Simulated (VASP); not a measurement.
Wanted: the native input for a VASP 6.6.1 run.

| Quantity | Value |
| --- | --- |
| Task | single point |
| Functional | PBEsol |
| Potentials or basis | VASP PAW PBE potentials, release 64 (Ti_sv, N) |
| Cutoff | 520 eV |
| k mesh | 12 × 12 × 3 |
| Occupations | gaussian, width 0.1 eV |
| Spin | no spin polarisation |
| Dipole correction | yes |
| Further INCAR settings | ALGO = Normal; EDIFF = 1e-06; NBANDS = 63; NELMDL = -8 |

The structure of TiN lies in POSCAR:

```
TiN
1.0
    2.9726300466      0.0000000000      0.0000000000
    0.0000000000      2.9726300466      0.0000000000
    0.0000000000      0.0000000000     25.5098343195
Ti N
6 6
Direct
    0.5000000000      0.5000000000      0.2940042615
    0.0000000000      0.0000000000      0.3764025569
    0.5000000000      0.5000000000      0.4588008523
    0.0000000000      0.0000000000      0.5411991477
    0.5000000000      0.5000000000      0.6235974431
    0.0000000000      0.0000000000      0.7059957385
    0.0000000000      0.0000000000      0.2940042615
    0.5000000000      0.5000000000      0.3764025569
    0.0000000000      0.0000000000      0.4588008523
    0.5000000000      0.5000000000      0.5411991477
    0.0000000000      0.0000000000      0.6235974431
    0.5000000000      0.5000000000      0.7059957385
```

These files were run (other wordings do the same):

INCAR

```
SYSTEM = TiN
PREC     = Accurate       ! precision mode
ENCUT    = 520            ! plane-wave cutoff, eV
EDIFF    = 1E-6           ! SCF threshold, eV
ISMEAR   = 0              ! smearing method
SIGMA    = 0.1            ! smearing width, eV
LREAL    = .FALSE.        ! projectors in reciprocal space
LASPH    = .TRUE.         ! aspherical terms in the spheres
NELM     = 120            ! most SCF steps
ALGO     = Normal         ! electronic algorithm
ISIF     = 2              ! what is computed and relaxed
LWAVE    = .FALSE.        ! write WAVECAR
LCHARG   = .TRUE.         ! write CHGCAR
LDIPOL   = .TRUE.       
IDIPOL   = 3            
DIPOL    = 0.5 0.5 0.500
GGA      = PS             ! functional
LELF     = .TRUE.         ! ELF
LVHAR    = .TRUE.       
LVACPOTAV= .TRUE.       
NBANDS   = 63             ! bands
GGA_COMPAT= .FALSE.      
NELMDL   = -8
```

KPOINTS

```
Automatic mesh
0
G
  12 12 3
  0 0 0
```

Potentials or basis: VASP PAW PBE potentials, release 64 (Ti_sv, N).

Command:

```console
$ cat potpaw_PBE.64/Ti_sv/POTCAR potpaw_PBE.64/N/POTCAR > POTCAR
$ mpirun -np 1 vasp_std > vasp.out
```

Results of the run:

```
Largest force          : 2.157 eV/Å
Band gap on the k mesh : zero (bands 51 and 52 overlap by 2.74 eV)
```

Caveat: the PAW data sets were made with another functional, which shifts forces and pressure a little.

It took 58 min on 1 thread of Intel Xeon 8259CL, with other jobs on the host, peak memory 0.68 GiB.
